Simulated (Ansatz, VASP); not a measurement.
One calculation of PbSe, two programs

File INCAR:

```
SYSTEM = PbSe
ALGO     = Normal         ! electronic algorithm
EDIFF    = 1E-6           ! SCF threshold, eV
ENCUT    = 520            ! plane-wave cutoff, eV
GGA      = PE             ! functional
ISIF     = 2              ! what is computed and relaxed
ISMEAR   = 0              ! smearing method
IVDW     = 12             ! dispersion correction
LASPH    = .TRUE.         ! aspherical terms in the spheres
LCHARG   = .FALSE.        ! write CHGCAR
LREAL    = .FALSE.        ! projectors in reciprocal space
LWAVE    = .FALSE.        ! write WAVECAR
NBANDS   = 17             ! bands
NELM     = 80             ! most SCF steps
PREC     = Accurate       ! precision mode
SIGMA    = 0.03           ! smearing width, eV
```

File KPOINTS:

```
k-points
0
G
  10 10 10
  0 0 0
```

POSCAR

```
PbSe
1.0
    0.0000000000      2.9534130063      3.1489289473
    2.9534130063      0.0000000000      3.1489289473
    2.9534130063      2.9534130063      0.0000000000
Pb Se
1 1
Direct
    0.0000000000      0.0000000000      0.0000000000
    0.5000000000      0.5000000000      0.5000000000
```

Input for Ansatz:

```yaml
crystal:
  lattice:
    - [0.0, 2.9534130063, 3.1489289473]
    - [2.9534130063, 0.0, 3.1489289473]
    - [2.9534130063, 2.9534130063, 0.0]
  atoms:
    - { symbol: Pb, position: [0.0, 0.0, 0.0] }
    - { symbol: Se, position: [0.5, 0.5, 0.5] }
basis:
  ecutwfc: 420
kpoints:
  mp_grid: { grid: [10, 10, 10] }
hamiltonian:
  xc: pbe
  dispersion: d3bj
scf:
  occupations: { method: gaussian, width: 0.03 }
output:
  forces: true
  stress: true
  eigenvalues: true
```

Alike in both runs: task single point; functional PBE; dispersion D3(BJ); k mesh 10 × 10 × 10; occupations gaussian, width 0.03 eV; no spin polarisation.

|  | VASP | Ansatz |
| --- | --- | --- |
| version | VASP 6.6.1 | Ansatz 0.2.0 |
| potentials or method | VASP PAW PBE potentials, release 64 (Pb_d, Se), cutoff 520 eV | scalar-relativistic, plane waves, PAW |
| valence electrons in the cell | 20 | 30 |

Ansatz gave:

```
gap on the k mesh at the Fermi level (eV)                     : 0.02
least direct gap on the mesh (eV)                             : 0.02
pressure (GPa)                                                : 3.5
traceless stress, the component that is largest in VASP (GPa) : -5.96
```

Question: Which values does VASP return?

Answer: gap on the k mesh at the Fermi level (eV): 0.02; least direct gap on the mesh (eV): 0.02; pressure (GPa): 3.5; traceless stress, the component that is largest in VASP (GPa): -5.98.

VASP's potentials hold 20 valence electrons a cell and Ansatz's 30, so a difference there can come from the potentials and not from the codes.

Spin-orbit coupling is off throughout.
